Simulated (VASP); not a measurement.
# CaSe in VASP: a series of runs

CaSe is run at these levels: r2SCAN, HSE06; tasks: single point.

Program: VASP 6.6.1. These are calculated values, not measurements. Logs are shortened: lines on timing, memory, paths and dates and some standing lists are left out, and cuts for length are marked.

### Step 1. The cell of the first run

The structure is trigonal, space group R-3m (No. 166). The conventional cell has a = 5.140 Å, b = 5.140 Å, c = 6.274 Å, α = 90.00°, β = 90.00°, γ = 120.00°. Ca (site symmetry -3m) has 8 Se at 3.14 to 3.15 Å and 6 Ca at 3.63 Å within 4.1 Å. Within 4.1 Å of Se (site symmetry -3m) lie 8 Ca at 3.14 to 3.15 Å and 6 Se at 3.63 Å.

### Step 2. Single point, r2SCAN (strain along [111] -0.3%)

File POSCAR:

```
CaSe
1.0
    3.6306654960     -0.0041194229     -0.0041194229
   -0.0041194229      3.6306654960     -0.0041194229
   -0.0041194229     -0.0041194229      3.6306654960
Ca Se
1 1
Direct
    0.0000000000      0.0000000000      0.0000000000
    0.5000000000      0.5000000000      0.5000000000
```

File INCAR.step1:

```
SYSTEM = CaSe
ALGO     = Normal         ! electronic algorithm
EDIFF    = 1E-4           ! SCF threshold, eV
ENCUT    = 520            ! plane-wave cutoff, eV
GGA      = PE             ! functional
ISMEAR   = 0              ! smearing method
LASPH    = .True.         ! aspherical terms in the spheres
LCHARG   = .False.        ! write CHGCAR
LREAL    = .False.        ! projectors in reciprocal space
LWAVE    = .True.         ! write WAVECAR
NBANDS   = 15             ! bands
NELM     = 100            ! most SCF steps
PREC     = Accurate       ! precision mode
SIGMA    = 0.01           ! smearing width, eV
```

File INCAR.step2:

```
SYSTEM = CaSe
ALGO     = Normal         ! electronic algorithm
EDIFF    = 1E-7           ! SCF threshold, eV
ENCUT    = 520            ! plane-wave cutoff, eV
ISIF     = 2              ! what is computed and relaxed
ISMEAR   = 0              ! smearing method
ISTART   = 1            
LASPH    = .True.         ! aspherical terms in the spheres
LCHARG   = .False.        ! write CHGCAR
LMIXTAU  = .True.       
LREAL    = .False.        ! projectors in reciprocal space
LWAVE    = .False.        ! write WAVECAR
METAGGA  = R2SCAN         ! meta-GGA
NBANDS   = 15             ! bands
NELM     = 100            ! most SCF steps
PREC     = Accurate       ! precision mode
SIGMA    = 0.01           ! smearing width, eV
```

File KPOINTS:

```
k-points
0
Gamma
  8 8 8
  0 0 0
```

Potentials or basis: VASP PAW PBE potentials, release 64 (Ca_sv, Se).

Run with:

```
$ cat potpaw_PBE.64/Ca_sv/POTCAR potpaw_PBE.64/Se/POTCAR > POTCAR
$ cp INCAR.step1 INCAR
$ mpirun -np 1 vasp_std > vasp.out
$ cp INCAR.step2 INCAR
$ mpirun -np 1 vasp_std > vasp.out
```

OUTCAR:

```text
SYSTEM = CaSe
   EDIFF = 1E-7
   ENCUT = 520
   ISIF = 2
   ISMEAR = 0
   ISTART = 1
   LASPH = .True.
   LREAL = .False.
   METAGGA = R2SCAN
   NELM = 100
   PREC = Accurate

 ion  position               nearest neighbor table
   1  0.000  0.000  0.000-
   2  0.500  0.500  0.500-

  LATTYP: Found a trigonal (rhomboedric) cell.
 ALAT       =     3.6306701700
 COS(alpha) =    -0.0022679453

  Lattice vectors:

 A1 = (   3.6306654960,  -0.0041194229,  -0.0041194229)
 A2 = (  -0.0041194229,   3.6306654960,  -0.0041194229)
 A3 = (  -0.0041194229,  -0.0041194229,   3.6306654960)

Analysis of symmetry for initial positions (statically):
=====================================================================
 Subroutine PRICEL returns:
 Original cell was already a primitive cell.

 Routine SETGRP: Setting up the symmetry group for a
 trigonal (rhombohedral) supercell.

 Subroutine GETGRP returns: Found 12 space group operations
 (whereof 12 operations were pure point group operations)
 out of a pool of 12 trial point group operations.

The static configuration has the point symmetry D_3d.

Analysis of symmetry for dynamics (positions and initial velocities):
=====================================================================
 Subroutine PRICEL returns:
 Original cell was already a primitive cell.

 Routine SETGRP: Setting up the symmetry group for a
 trigonal (rhombohedral) supercell.

 Subroutine GETGRP returns: Found 12 space group operations
 (whereof 12 operations were pure point group operations)
 out of a pool of 12 trial point group operations.

The dynamic configuration has the point symmetry D_3d.

 Subroutine INISYM returns: Found 12 space group operations
 (whereof 12 operations are pure point group operations),
 and found     1 'primitive' translations

----------------------------------------------------------------------------------------

                                     Primitive cell

  volume of cell :      47.8583

  direct lattice vectors                    reciprocal lattice vectors
     3.630665496 -0.004119423 -0.004119423     0.275432308  0.000312866  0.000312866
    -0.004119423  3.630665496 -0.004119423     0.000312866  0.275432308  0.000312866
    -0.004119423 -0.004119423  3.630665496     0.000312866  0.000312866  0.275432308

  length of vectors
     3.630670170  3.630670170  3.630670170     0.275432664  0.275432664  0.275432664

  position of ions in fractional coordinates (direct lattice)
     0.000000000  0.000000000  0.000000000
     0.500000000  0.500000000  0.500000000

  ion indices of the primitive-cell ions
   primitive index   ion index
                 1           1
                 2           2

----------------------------------------------------------------------------------------

 KPOINTS: k-points

Automatic generation of k-mesh.
 Grid dimensions read from file:
 generate k-points for:    8    8    8

 Generating k-lattice:

  Cartesian coordinates                     Fractional coordinates (reciprocal lattice)
     0.034429039  0.000039108  0.000039108     0.125000000  0.000000000  0.000000000
     0.000039108  0.034429039  0.000039108     0.000000000  0.125000000  0.000000000
     0.000039108  0.000039108  0.034429039     0.000000000  0.000000000  0.125000000

  Length of vectors
     0.034429083  0.034429083  0.034429083

  Shift w.r.t. Gamma in fractional coordinates (k-lattice)
     0.000000000  0.000000000  0.000000000

 Subroutine IBZKPT returns following result:
 ===========================================

 Found     65 irreducible k-points:

 Following reciprocal coordinates:
            Coordinates               Weight
  0.000000  0.000000  0.000000      1.000000
  0.125000 -0.000000  0.000000      6.000000
  0.250000 -0.000000  0.000000      6.000000
  0.375000 -0.000000 -0.000000      6.000000
  0.500000 -0.000000  0.000000      3.000000
  0.125000  0.125000  0.000000      6.000000
[... 16 lines left out ...]
  0.250000  0.125000  0.125000      6.000000
  0.375000  0.125000  0.125000      6.000000
 [... further k-points ...]
   k-points           NKPTS =     65   k-points in BZ     NKDIM =     65   number of bands    NBANDS=     15
   number of dos      NEDOS =    301   number of ions     NIONS =      2
   total plane-waves  NPLWV =  21952
   dimension x,y,z NGX =    28 NGY =   28 NGZ =   28
   dimension x,y,z NGXF=    56 NGYF=   56 NGZF=   56
   ions per type =               1   1
   NGX,Y,Z   is equivalent  to a cutoff of  12.82, 12.82, 12.82 a.u.
   NGXF,Y,Z  is equivalent  to a cutoff of  25.64, 25.64, 25.64 a.u.
 SYSTEM =  CaSe
   PREC   = accura    normal or accurate (medium, high low for compatibility)
   ISTART =      1    job   : 0-new  1-cont  2-samecut
   ICHARG =      0    charge: 1-file 2-atom 10-const
   ISPIN  =      1    spin polarized calculation?
   LNONCOLLINEAR =      F non collinear calculations
   LSORBIT =      F    spin-orbit coupling
[... 27 lines left out ...]
   LORBIT       =      0    0 simple, 1 ext, 2 COOP (PROOUT), +10 PAW based schemes
   METAGGA = R2SCAN    functional components
   LHFCALC =     F    Hartree Fock is set to
   AEXX    =    0.0000 exact exchange contribution
   IVDW    =     0    specifies the selected vdW correction
   LEPSILON=     F    determine dielectric tensor
   LRPA    =     F    only Hartree local field effects (RPA)
 non-spin polarized calculation
 Gauss-broadening in eV      SIGMA  =   0.01
  energy-cutoff  :      520.00
  volume of cell :       47.86
 maximum number of plane-waves:      1328
   NGX = 13   NGY = 13   NGZ = 13

 number of electron      16.0000007 magnetization

 Free energy of the ion-electron system (eV)
  ---------------------------------------------------
  ext. energy  EPLUGINS =         0.00000000
  ---------------------------------------------------
  free energy    TOTEN  =       -25.22533406 eV

  energy without entropy =      -25.22533406  energy(sigma->0) =      -25.22533406

 E-fermi :   4.1804     XC(G=0): -10.0382

 val. band max:        4.0859341468   @ k =   0.5000   0.5000   0.0000
 cond. band min:       5.3252375417   @ k =   0.5000   0.5000   0.0000
 fundamental gap:      1.2393033948
 Fermi energy:         4.1804072789

 k-point     1 :       0.0000    0.0000    0.0000
  band No.  band energies     occupation
      1     -38.9024      2.00000
      2     -18.9600      2.00000
      3     -18.9600      2.00000
      4     -18.9591      2.00000
      5      -9.4141      2.00000
      6       3.1903      2.00000
      7       3.2018      2.00000
      8       3.2018      2.00000
      9       5.6055      0.00000
     10       5.6055      0.00000
     11       7.0063      0.00000
     12       8.9541      0.00000
     13       8.9663      0.00000
     14       8.9663      0.00000
     15      13.8166      0.00000

 k-point     2 :       0.1250   -0.0000    0.0000
  band No.  band energies     occupation
      1     -38.9006      2.00000
      2     -18.9868      2.00000
      3     -18.9575      2.00000
      4     -18.9568      2.00000
      5      -9.3144      2.00000
      6       2.1814      2.00000
      7       3.1722      2.00000
      8       3.1819      2.00000
      9       5.7166      0.00000
     10       6.1670      0.00000
     11       7.7668      0.00000
     12       8.9999      0.00000
     13       9.0386      0.00000
     14       9.0418      0.00000
     15      13.3900      0.00000

 k-point     3 :       0.2500   -0.0000    0.0000
  band No.  band energies     occupation
      1     -38.8963      2.00000
      2     -19.0514      2.00000
      3     -18.9513      2.00000
      4     -18.9506      2.00000
      5      -9.0571      2.00000
      6       0.6636      2.00000
      7       3.1165      2.00000
      8       3.1310      2.00000
      9       6.0186      0.00000
     10       7.0933      0.00000
     11       9.0684      0.00000
     12       9.1020      0.00000
     13       9.2851      0.00000
     14       9.2934      0.00000
     15      12.4237      0.00000
[... 343 lines left out ...]
 k-point    23 :       0.2500    0.1250    0.1250
  band No.  band energies     occupation
      1     -38.8928      2.00000
      2     -19.0433      2.00000
      3     -18.9752      2.00000
      4     -18.9712      2.00000
      5      -8.9062      2.00000
      6       0.8440      2.00000
      7       2.4387      2.00000
      8       2.4438      2.00000
      9       6.6277      0.00000
     10       7.5591      0.00000
     11       8.2535      0.00000
     12       9.0488      0.00000
     13       9.2426      0.00000
     14      10.5431      0.00000
     15      13.1916      0.00000

 k-point    24 :       0.3750    0.1250    0.1250
  band No.  band energies     occupation
      1     -38.8885      2.00000
      2     -19.1041      2.00000
      3     -18.9676      2.00000
      4     -18.9645      2.00000
      5      -8.6573      2.00000
      6      -0.2016      2.00000
      7       2.4552      2.00000
      8       2.6767      2.00000
      9       6.6697      0.00000
     10       8.1585      0.00000
     11       8.4337      0.00000
     12       9.1971      0.00000
     13       9.7105      0.00000
     14      10.7715      0.00000
     15      12.5456      0.00000

 [... further k-points ...]
[... 5 lines left out ...]
  --------------------------------------------------------------------------------------
  -------------------------------------------------------------------------------------
  Total        0.1068848      0.1068848      0.1068848     -0.0002650     -0.0002650     -0.0002650
  in kB        3.5782418      3.5782418      3.5782418     -0.0088710     -0.0088710     -0.0088710
  external PRESSURE =       3.5782418 kB  Pullay stress =       0.0000000 kB

 VOLUME and BASIS-vectors are now :
 -----------------------------------------------------------------------------
  energy-cutoff  :      520.00
  volume of cell :       47.86
      direct lattice vectors                 reciprocal lattice vectors
     3.630665496 -0.004119423 -0.004119423     0.275432308  0.000312866  0.000312866
    -0.004119423  3.630665496 -0.004119423     0.000312866  0.275432308  0.000312866
    -0.004119423 -0.004119423  3.630665496     0.000312866  0.000312866  0.275432308

 POSITION                                       TOTAL-FORCE (eV/Angst)
 -----------------------------------------------------------------------------------
      0.00000      0.00000      0.00000         0.000000      0.000000      0.000000
      1.81121      1.81121      1.81121        -0.000000     -0.000000      0.000000
 -----------------------------------------------------------------------------------
    total drift:                               -0.000000      0.000000      0.000000

  FREE ENERGIE OF THE ION-ELECTRON SYSTEM (eV)
  ---------------------------------------------------
  free  energy   TOTEN  =       -25.2253340577 eV

  energy  without entropy=      -25.2253340577  energy(sigma->0) =      -25.22533406
```

Wall time 2 min (1 thread of Intel Xeon Platinum 8375C at 2.90GHz (Ice Lake), shared host); peak memory 0.19 GiB.

Results:

- Free energy: -25.2253 eV
- Pressure: 0.4 GPa
- Band gap on the k mesh: 1.24 eV, direct

Levels at points of the mesh, in eV from the valence-band top:
```
           k point  band 6  band 7  band 8  band 9  band 10  band 11
(0.00, 0.00, 0.00)   -0.90   -0.88   -0.88    1.52     1.52     2.92
(0.50, 0.00, 0.00)   -4.97   -1.05   -1.03    2.49     5.15     5.30
(0.50, 0.50, 0.00)   -3.65   -3.64    0.00    1.24     3.49     3.63
(0.50, 0.50, 0.50)   -3.78   -3.78   -3.78    4.38     4.38     4.42
```

Caveat: the cell differs from its parent crystal (strain along [111] -0.3%); the PAW data sets were made with another functional, which shifts forces and pressure a little. A k mesh can miss the band edges.

### Step 3. Single point, r2SCAN (biaxial xy strain -0.3%)

File POSCAR:

```
CaSe
1.0
    3.6220631717      0.0000000000      0.0000000000
    0.0000000000      3.6220631717      0.0000000000
    0.0000000000      0.0000000000      3.6347849189
Ca Se
1 1
Direct
    0.0000000000      0.0000000000      0.0000000000
    0.5000000000      0.5000000000      0.5000000000
```

File INCAR.step1:

```
SYSTEM = CaSe
PREC     = Accurate       ! precision mode
ENCUT    = 520            ! plane-wave cutoff, eV
ISMEAR   = 0              ! smearing method
SIGMA    = 0.01           ! smearing width, eV
LREAL    = .False.        ! projectors in reciprocal space
LASPH    = .True.         ! aspherical terms in the spheres
NELM     = 100            ! most SCF steps
NBANDS   = 15             ! bands
GGA      = PE             ! functional
ALGO     = Normal         ! electronic algorithm
EDIFF    = 1E-4           ! SCF threshold, eV
LWAVE    = .True.         ! write WAVECAR
LCHARG   = .False.        ! write CHGCAR
```

File INCAR.step2:

```
SYSTEM = CaSe
PREC     = Accurate       ! precision mode
ENCUT    = 520            ! plane-wave cutoff, eV
EDIFF    = 1E-6           ! SCF threshold, eV
ISMEAR   = 0              ! smearing method
SIGMA    = 0.01           ! smearing width, eV
LREAL    = .False.        ! projectors in reciprocal space
LASPH    = .True.         ! aspherical terms in the spheres
NELM     = 100            ! most SCF steps
ALGO     = Normal         ! electronic algorithm
ISIF     = 2              ! what is computed and relaxed
LWAVE    = .False.        ! write WAVECAR
LCHARG   = .True.         ! write CHGCAR
METAGGA  = R2SCAN         ! meta-GGA
LMIXTAU  = .True.       
LELF     = .True.         ! ELF
LVHAR    = .True.       
NBANDS   = 15             ! bands
ISTART   = 1
```

File KPOINTS:

```
Automatic mesh
0
Gamma
  8 8 8
  0 0 0
```

Potentials or basis: VASP PAW PBE potentials, release 64 (Ca_sv, Se).

Run with:

```
$ cat potpaw_PBE.64/Ca_sv/POTCAR potpaw_PBE.64/Se/POTCAR > POTCAR
$ cp INCAR.step1 INCAR
$ mpirun -np 1 vasp_std > vasp.out
$ cp INCAR.step2 INCAR
$ mpirun -np 1 vasp_std > vasp.out
```

It took 2.1 min on 1 thread of Intel Xeon Platinum 8375C at 2.90GHz (Ice Lake), shared host; peak memory 0.2 GiB.

It converged, with:

* Free energy: -25.2246 eV
* Pressure: 0.6 GPa
* Band gap on the k mesh: 1.22 eV, direct

Stress tensor (GPa, compression positive):
```
0.76 0.00 0.00
0.00 0.76 0.00
0.00 0.00 0.17
```

Levels at points of the mesh, in eV from the valence-band top:
```tsv
k point	band 4	band 5	band 6	band 7	band 8	band 9	band 10	band 11	band 12	band 13
(0.00, 0.00, 0.00)	-23.05	-13.53	-0.93	-0.89	-0.89	1.49	1.50	2.93	4.87	4.87
(0.50, 0.00, 0.00)	-23.03	-12.75	-5.00	-1.09	-1.04	2.48	5.14	5.30	5.39	5.82
(0.50, 0.50, 0.00)	-23.02	-12.41	-3.67	-3.67	-0.03	1.23	3.45	3.60	3.60	5.86
(0.00, 0.00, 0.50)	-23.03	-12.76	-5.01	-1.05	-1.05	2.47	5.15	5.28	5.41	5.84
(0.50, 0.00, 0.50)	-23.02	-12.42	-3.68	-3.67	0.00	1.22	3.49	3.62	3.63	5.85
(0.50, 0.50, 0.50)	-23.16	-11.80	-3.82	-3.82	-3.81	4.39	4.39	4.39	5.92	5.93
```

Caveat: the cell differs from its parent crystal (biaxial xy strain -0.3%); the PAW data sets were made with another functional, which shifts forces and pressure a little. A k mesh can miss the band edges.

### Step 4. Single point, HSE06 (strain along [111] -0.3%)

File POSCAR:

```
CaSe
1.0
    3.6306654960     -0.0041194229     -0.0041194229
   -0.0041194229      3.6306654960     -0.0041194229
   -0.0041194229     -0.0041194229      3.6306654960
Ca Se
1 1
Direct
    0.0000000000      0.0000000000      0.0000000000
    0.5000000000      0.5000000000      0.5000000000
```

File INCAR.step1:

```
PREC     = Accurate       # precision mode
ENCUT    = 520            # plane-wave cutoff, eV
EDIFF    = 1E-5           # SCF threshold, eV
ISMEAR   = 0              # smearing method
SIGMA    = 0.01           # smearing width, eV
LREAL    = False          # projectors in reciprocal space
LASPH    = True           # aspherical terms in the spheres
NELM     = 100            # most SCF steps
ALGO     = Normal         # electronic algorithm
ISIF     = 2              # what is computed and relaxed
LWAVE    = True           # write WAVECAR
GGA      = PE             # functional
NBANDS   = 15             # bands
```

File INCAR.step2:

```
PREC     = Accurate       # precision mode
ENCUT    = 520            # plane-wave cutoff, eV
EDIFF    = 1E-6           # SCF threshold, eV
ISMEAR   = 0              # smearing method
SIGMA    = 0.01           # smearing width, eV
LREAL    = False          # projectors in reciprocal space
LASPH    = True           # aspherical terms in the spheres
NELM     = 100            # most SCF steps
ALGO     = Normal         # electronic algorithm
ISIF     = 2              # what is computed and relaxed
LWAVE    = False          # write WAVECAR
LCHARG   = True           # write CHGCAR
GGA      = PE             # functional
LHFCALC  = True           # exact exchange
HFSCREEN = 0.2079         # screening, 1/A
PRECFOCK = Normal       
LELF     = True           # ELF
LVHAR    = True         
ISTART   = 1            
NBANDS   = 15             # bands
```

File KPOINTS:

```
Automatic mesh
0
Gamma
  6 6 6
```

Run with:

```
$ cat potpaw_PBE.64/Ca_sv/POTCAR potpaw_PBE.64/Se/POTCAR > POTCAR
$ cp INCAR.step1 INCAR
$ mpirun -np 1 vasp_std > vasp.out
$ cp INCAR.step2 INCAR
$ mpirun -np 1 vasp_std > vasp.out
```

Run time: 35 min. Hardware: 1 thread of Intel Xeon 6975P-C (Granite Rapids), shared host; peak memory 0.3 GiB.

It converged, with:

```
Free energy            : -9.9501 eV
Pressure               : 0.3 GPa
Band gap on the k mesh : 1.55 eV, direct
```

Levels at points of the mesh, in eV from the valence-band top:
| k point | band 5 | band 6 | band 7 | band 8 | band 9 | band 10 | band 11 | band 12 |
| --- | --- | --- | --- | --- | --- | --- | --- | --- |
| (0.00, 0.00, 0.00) | -14.29 | -0.98 | -0.97 | -0.97 | 2.01 | 2.01 | 2.92 | 5.80 |
| (0.50, 0.00, 0.00) | -13.45 | -5.41 | -1.11 | -1.09 | 3.18 | 5.51 | 6.15 | 6.31 |
| (0.50, 0.50, 0.00) | -13.10 | -3.96 | -3.95 | 0.00 | 1.55 | 4.08 | 4.37 | 4.37 |
| (0.50, 0.50, 0.50) | -12.45 | -4.04 | -4.04 | -4.04 | 4.59 | 4.59 | 4.63 | 7.10 |

Caveat: the cell differs from its parent crystal (strain along [111] -0.3%); the PAW data sets were made with another functional, which shifts forces and pressure a little. A k mesh can miss the band edges.

### Step 5. Overview

| level | cell | k mesh | grid for exact exchange (PRECFOCK) | screening parameter | gap on the mesh (eV) | pressure (GPa) |
| --- | --- | --- | --- | --- | --- | --- |
| r2SCAN | a = 3.631 Å, angles 90.1°, 2 atoms | 8 × 8 × 8 | - | - | 1.24 | 0.4 |
| r2SCAN | a = 3.622, b = 3.622, c = 3.635 Å, 2 atoms | 8 × 8 × 8 | - | - | 1.22 | 0.6 |
| HSE06 | a = 3.631 Å, angles 90.1°, 2 atoms | 6 × 6 × 6 | Normal | 0.2079 1/Å | 1.55 | 0.3 |

Alike in all rows: task single point; potentials or basis VASP PAW PBE potentials, release 64 (Ca_sv, Se); no spin polarisation; cutoff (eV) 520; smearing gaussian 0.01 eV.

Caveats: the PAW data sets were made with another functional, which shifts forces and pressure a little.

Total energies depend on the potentials used, so only differences within one code and one set of settings carry meaning.
